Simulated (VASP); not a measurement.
## AlN: single point with HSE06

AlN:

```
Al N
1.0
     0.00000    2.05925    2.05925
     2.05925    0.00000    2.05925
     2.05925    2.05925    0.00000
Al N
1 1
Direct
  0.00000 0.00000 0.00000
  0.50000 0.50000 0.50000
```

This cell differs from its parent crystal: strain +2.0%.

```yaml
Program: VASP 6.6.1
Task: single point
Functional: HSE06
Potentials_or_basis: VASP PAW PBE potentials, release 64 (Al, N)
Cutoff: 520 eV
k_mesh: 8 × 8 × 8
Occupations: gaussian, width 0.01 eV
Spin: no spin polarisation
```

| Quantity | Value |
| --- | --- |
| Pressure | -16.0 GPa |
| Band gap on the k mesh | 5.40 eV (least direct gap 6.35 eV) |

Levels at points of the mesh, in eV from the valence-band top:
| k point | band 1 | band 2 | band 3 | band 4 | band 5 | band 6 | band 7 | band 8 |
| --- | --- | --- | --- | --- | --- | --- | --- | --- |
| (0.00, 0.00, 0.00) | -18.71 | 0.00 | 0.00 | 0.00 | 6.35 | 13.59 | 13.59 | 13.59 |
| (0.50, 0.00, 0.00) | -15.47 | -8.64 | -1.06 | -1.06 | 7.15 | 12.11 | 12.11 | 14.63 |
| (0.50, 0.50, 0.00) | -14.50 | -7.63 | -2.90 | -2.90 | 5.40 | 6.67 | 15.52 | 18.57 |

Run time: 26 min on 1 thread of Oxide Virtual Turin-like Processor, with other jobs on the host, peak memory 0.22 GiB.

Caveat: the cell differs from its parent crystal (strain +2.0%); the cell stands under tension; the structure was generated, so it needn't be the stable form of AlN; the PAW data sets were made with another functional, which shifts forces and pressure a little. A k mesh can miss the band edges.
